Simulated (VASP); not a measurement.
# BN (P1) in VASP: notebook

The runs below take BN through single point, with PBE.

All numbers are computed with VASP 6.6.1; they aren't measurements. Logs are shortened: lines on timing, memory, paths and dates and some standing lists are left out, and cuts for length are marked.

## Step 1: The cell of the first run

The typed cell holds 12 atoms: a = 2.564 Å, b = 2.564 Å, c = 12.563 Å, α = 89.42°, β = 88.83°, γ = 60.00°.

## Step 2: Single point, PBE

Input file INCAR:

```
PREC = Accurate
ENCUT = 520
EDIFF = 1E-6
ISMEAR = 0
SIGMA = 0.05
LREAL = F
LASPH = T
NELM = 100
ALGO = Normal
ISIF = 2
LWAVE = F
LCHARG = F
GGA = PE
NBANDS = 36
```

Input file KPOINTS:

```
Automatic mesh
0
Gamma
  10 10 2
```

Input file POSCAR:

```
BN
1.0
    1.8130010000     -1.8130010000      0.0000000000
    1.8130010000      0.0000000000     -1.8130010000
    7.4333041000      7.0707039000      7.2520040000
B N
6 6
Direct
    0.6604200000      0.6666666667      0.0624666667
   -0.0895800000      0.0000000000      0.8958000000
    0.3104200000      0.3333333333      0.2291333333
    0.6104200000      0.6666666667      0.5624666667
   -0.0395800000      0.0000000000      0.3958000000
    0.2604200000      0.3333333333      0.7291333333
    0.6229200000      0.6666666667      0.4374666667
    0.9729200000      1.0000000000      0.2708000000
    0.2729200000      0.3333333333      0.6041333333
    0.5729200000      0.6666666667      0.9374666667
   -0.0770800000      0.0000000000      0.7708000000
    0.3229200000      0.3333333333      0.1041333333
```

Potentials or basis: VASP PAW PBE potentials, release 64 (B, N).

On the command line:

```console
cat potpaw_PBE.64/B/POTCAR potpaw_PBE.64/N/POTCAR > POTCAR
mpirun -np 1 vasp_std > vasp.out
```

OUTCAR:

```text
PREC = Accurate
   ENCUT = 520
   EDIFF = 1E-6
   ISMEAR = 0
   LREAL = F
   LASPH = T
   NELM = 100
   ISIF = 2
   GGA = PE

 ion  position               nearest neighbor table
   1  0.660  0.667  0.062-  12 1.57  12 1.57  12 1.57  10 1.59
   2  0.910  0.000  0.896-  11 1.57  10 1.57  10 1.57  10 1.57
   3  0.310  0.333  0.229-  12 1.57   8 1.57   8 1.57   8 1.57
   4  0.610  0.667  0.562-   9 1.57   9 1.57   9 1.57   7 1.57
   5  0.960  0.000  0.396-   8 1.57   7 1.57   7 1.57   7 1.57
   6  0.260  0.333  0.729-   9 1.57  11 1.57  11 1.57  11 1.57
   7  0.623  0.667  0.437-   4 1.57   5 1.57   5 1.57   5 1.57
   8  0.973  0.000  0.271-   5 1.57   3 1.57   3 1.57   3 1.57
   9  0.273  0.333  0.604-   4 1.57   4 1.57   4 1.57   6 1.57
  10  0.573  0.667  0.937-   2 1.57   2 1.57   2 1.57   1 1.59
  11  0.923  0.000  0.771-   2 1.57   6 1.57   6 1.57   6 1.57
  12  0.323  0.333  0.104-   1 1.57   1 1.57   1 1.57   3 1.57

  LATTYP: Found a base centered monoclinic cell.
 ALAT       =     2.5639706028
 B/A-ratio  =     1.7320508076
 C/A-ratio  =     4.9000000000
 COS(beta)  =    -0.0204081633

  Lattice vectors:

 A1 = (   0.0000000000,   1.8130010000,  -1.8130010000)
 A2 = (  -1.8130010000,   0.0000000000,   1.8130010000)
 A3 = (   7.4333041000,   7.0707039000,   7.2520040000)

Analysis of symmetry for initial positions (statically):
=====================================================================
 Subroutine PRICEL returns:
 Original cell was already a primitive cell.

 Routine SETGRP: Setting up the symmetry group for a
 base centered monoclinic supercell.

 Subroutine GETGRP returns: Found  1 space group operations
 (whereof  1 operations were pure point group operations)
 out of a pool of  4 trial point group operations.

The static configuration has the point symmetry C_1 .

Analysis of symmetry for dynamics (positions and initial velocities):
=====================================================================
 Subroutine PRICEL returns:
 Original cell was already a primitive cell.

 Routine SETGRP: Setting up the symmetry group for a
 base centered monoclinic supercell.

 Subroutine GETGRP returns: Found  1 space group operations
 (whereof  1 operations were pure point group operations)
 out of a pool of  4 trial point group operations.

The dynamic configuration has the point symmetry C_1 .

[... 122 lines left out ...]
   IBRION =     -1    ionic relax: 0-MD 1-quasi-New 2-CG
   NFREE  =      0    steps in history (QN), initial steepest desc. (CG)
   ISIF   =      2    stress and relaxation
   ISYM   =      2    0-nonsym 1-usesym 2-fastsym
   POTIM  = 0.5000    time-step for ionic-motion
   TEBEG  =    0.0;   TEEND  =   0.0 temperature during run
   PSTRESS=    0.0 pullay stress
   NELECT =      48.0000    total number of electrons
   NUPDOWN=      -1.0000    fix difference up-down
   EMIN   =  10.00;   EMAX   =-10.00  energy-range for DOS
   EFERMI =   0.00;   METHOD = LEGACY
   ISMEAR =     0;   SIGMA  =   0.05  broadening in eV -4-tet -1-fermi 0-gaus
   EFERMI_NEDOS =   21; number of points for ismear=-14 and -15
   IALGO  =     38    algorithm
   IMIX   =      4    mixing-type and parameters
     AMIX     =   0.40;   BMIX     =  1.00
     AMIX_MAG =   1.60;   BMIX_MAG =  1.00
  volume/ion in A,a.u.               =       5.96        40.22
  Fermi-wavevector in a.u.,A,eV,Ry     =   1.433387  2.708709 27.954506  2.054598
  Thomas-Fermi vector in A             =   2.552911
   LORBIT       =      0    0 simple, 1 ext, 2 COOP (PROOUT), +10 PAW based schemes
   GGA     = PE    functional components
   LHFCALC =     F    Hartree Fock is set to
   AEXX    =    0.0000 exact exchange contribution
   IVDW    =     0    specifies the selected vdW correction
   LEPSILON=     F    determine dielectric tensor
   LRPA    =     F    only Hartree local field effects (RPA)
 non-spin polarized calculation
 Gauss-broadening in eV      SIGMA  =   0.05
  energy-cutoff  :      520.00
  volume of cell :       71.51
 maximum number of plane-waves:      1941
   NGX =  9   NGY =  9   NGZ = 47

 number of electron      47.9999989 magnetization

 Free energy of the ion-electron system (eV)
  ---------------------------------------------------
  ext. energy  EPLUGINS =         0.00000000
  ---------------------------------------------------
  free energy    TOTEN  =      -104.50391913 eV

  energy without entropy =     -104.50391913  energy(sigma->0) =     -104.50391913

 E-fermi :   7.6816     XC(G=0): -12.7801

 val. band max:        7.4617863266   @ k =   0.0000   0.0000   0.0000
 cond. band min:      11.5512580685   @ k =   0.5000   0.0000  -0.0000
 fundamental gap:      4.0894717419
 Fermi energy:         7.6815801230

 k-point     1 :       0.0000    0.0000    0.0000
  band No.  band energies     occupation
      1     -12.8338      2.00000
      2     -12.1770      2.00000
      3     -12.1569      2.00000
      4     -10.3291      2.00000
      5     -10.3079      2.00000
      6      -8.6536      2.00000
[... 925 lines left out ...]
     35      18.8716      0.00000
     36      19.1737      0.00000

 [... further k-points ...]
[... 5 lines left out ...]
  --------------------------------------------------------------------------------------
  -------------------------------------------------------------------------------------
  Total       -2.5111244      1.9526200      0.2824972      0.1797910      1.6857738     -1.4162475
  in kB      -56.2604798     43.7474707      6.3292085      4.0281278     37.7689155    -31.7303143
  external PRESSURE =      -2.0612669 kB  Pullay stress =       0.0000000 kB

 VOLUME and BASIS-vectors are now :
 -----------------------------------------------------------------------------
  energy-cutoff  :      520.00
  volume of cell :       71.51
      direct lattice vectors                 reciprocal lattice vectors
     1.813001000 -1.813001000  0.000000000     0.179260795 -0.372310881  0.179260795
     1.813001000  0.000000000 -1.813001000     0.183857225  0.183857225 -0.367714451
     7.433304100  7.070703900  7.252004000     0.045964306  0.045964306  0.045964306

 POSITION                                       TOTAL-FORCE (eV/Angst)
 -----------------------------------------------------------------------------------
      2.87034     -0.75566     -0.75566        -0.935344      0.883100     -0.037508
      8.30935      4.68334      6.49635         0.008185      0.010334     -0.056582
      2.87034      1.05734      1.05734        -0.049346      0.076427      0.032610
      6.49635      2.87034      2.87034         0.008831      0.011176      0.010039
      4.68334      1.05734      2.87034         0.004674      0.015538      0.010726
      6.49635      4.68334      4.68334        -0.001061      0.020396      0.009653
      5.58984      1.96384      1.96384        -0.010667     -0.009769     -0.009831
      3.77684      0.15084      1.96384        -0.024129      0.004389     -0.008747
      5.58984      3.77684      3.77684        -0.003179     -0.017354     -0.010462
      9.21585      5.58984      5.58984         1.027090     -1.018165     -0.035286
      7.40285      3.77684      5.58984         0.069650     -0.106803     -0.018598
      1.96384      0.15084      0.15084        -0.094703      0.130731      0.113986
 -----------------------------------------------------------------------------------
    total drift:                               -0.000074      0.000225     -0.000192

  FREE ENERGIE OF THE ION-ELECTRON SYSTEM (eV)
  ---------------------------------------------------
  free  energy   TOTEN  =      -104.5039191326 eV

  energy  without entropy=     -104.5039191326  energy(sigma->0) =     -104.50391913
```

Run time: 7.8 min. Hardware: 1 thread of Intel Xeon 8259CL, shared host; peak memory 0.31 GiB.

Results:

```
Free energy            : -104.5039 eV
Pressure               : -0.2 GPa
Largest force          : 1.447 eV/Å
Band gap on the k mesh : 4.09 eV
```

Forces on the atoms (eV/Å):
```
B   -0.935  0.883 -0.038
B    0.008  0.010 -0.057
B   -0.049  0.076  0.033
B    0.009  0.011  0.010
B    0.005  0.016  0.011
B   -0.001  0.020  0.010
N   -0.011 -0.010 -0.010
N   -0.024  0.004 -0.009
N   -0.003 -0.017 -0.010
N    1.027 -1.018 -0.035
N    0.070 -0.107 -0.019
N   -0.095  0.131  0.114
```

Caveat: forces of over 1 eV/Å act on the atoms, so gaps and moduli don't describe the material at rest.

## Step 3: Single point, PBE

Input file INCAR:

```
  PREC = Accurate
  ENCUT = 520
  EDIFF = 1E-7
  ISMEAR = 0
  SIGMA = 0.05
  LREAL = F
  LASPH = T
  NELM = 60
  ALGO = Normal
  ISIF = 2
  LWAVE = F
  LCHARG = F
  GGA = PE
  NBANDS = 36
```

Input file KPOINTS:

```
regular mesh
0
Gamma
  10 10 2
```

Input file POSCAR:

```
BN
1.0
    1.8130010000     -1.8130010000      0.0000000000
    1.8130010000      0.0000000000     -1.8130010000
    7.7959043000      6.7081037000      7.2520040000
B N
6 6
Direct
    0.6479266667      0.6666666667      0.0624666667
   -0.2687400000      0.0000000000      0.8958000000
    0.2645933333      0.3333333333      0.2291333333
    0.4979266667      0.6666666667      0.5624666667
   -0.1187400000      0.0000000000      0.3958000000
    0.1145933333      0.3333333333      0.7291333333
    0.5354266667      0.6666666667      0.4374666667
    0.9187600000      1.0000000000      0.2708000000
    0.1520933333      0.3333333333      0.6041333333
    0.3854266667      0.6666666667      0.9374666667
   -0.2312400000      0.0000000000      0.7708000000
    0.3020933333      0.3333333333      0.1041333333
```

Potentials or basis: VASP PAW PBE potentials, release 64 (B, N).

On the command line:

```console
cat potpaw_PBE.64/B/POTCAR potpaw_PBE.64/N/POTCAR > POTCAR
mpirun -np 1 vasp_std > vasp.out
```

It took 5.7 min on 1 thread of Intel Xeon 8259CL, shared host; peak memory 0.31 GiB.

It converged, with:

```
Free energy            : -103.0806 eV
Pressure               : 0.2 GPa
Largest force          : 3.389 eV/Å
Band gap on the k mesh : 2.86 eV (least direct gap 4.01 eV)
```

Forces in eV/Å, atoms in the order of the input:
```
B   -1.843  2.277  0.091
B    0.050  0.121 -0.417
B   -0.039  0.219  0.269
B    0.064  0.070  0.068
B    0.055  0.080  0.072
B    0.039  0.088  0.063
N   -0.069 -0.068 -0.066
N   -0.096 -0.036 -0.059
N   -0.053 -0.087 -0.070
N    1.943 -2.679 -0.728
N    0.066 -0.330 -0.135
N   -0.117  0.344  0.912
```

Stress tensor (GPa, compression positive):
```
-14.33   3.70  -4.26
  3.70   7.99  10.83
 -4.26  10.83   6.85
```

Levels at points of the mesh, in eV from the valence-band top:
```csv
k point,band 20,band 21,band 22,band 23,band 24,band 25,band 26,band 27,band 28,band 29
"(0.00, 0.00, 0.00)",-1.01,-0.88,-0.58,-0.46,0.00,6.85,8.07,8.31,8.57,8.69
"(0.50, 0.00, 0.00)",-3.72,-3.31,-3.24,-2.50,-1.15,2.86,5.11,5.60,7.38,7.97
"(0.50, 0.50, 0.00)",-3.73,-3.25,-3.22,-2.60,-2.29,4.24,5.31,5.98,6.55,8.21
"(0.00, 0.50, 0.00)",-4.15,-3.50,-3.09,-2.61,-1.77,3.91,5.54,5.73,7.06,8.31
"(0.00, 0.00, 0.50)",-1.15,-0.87,-0.63,-0.49,-0.38,6.86,8.11,8.40,8.59,8.61
"(0.50, 0.00, 0.50)",-3.99,-3.04,-2.84,-2.58,-1.24,3.03,4.49,6.51,6.83,7.79
"(0.50, 0.50, 0.50)",-3.93,-3.33,-2.98,-2.64,-2.46,4.51,4.94,5.92,7.10,7.40
"(0.00, 0.50, 0.50)",-3.73,-3.30,-2.92,-2.55,-1.97,4.40,4.56,6.39,7.06,7.86
```

Caveat: forces of over 1 eV/Å act on the atoms, so gaps and moduli don't describe the material at rest. A k mesh can miss the band edges.
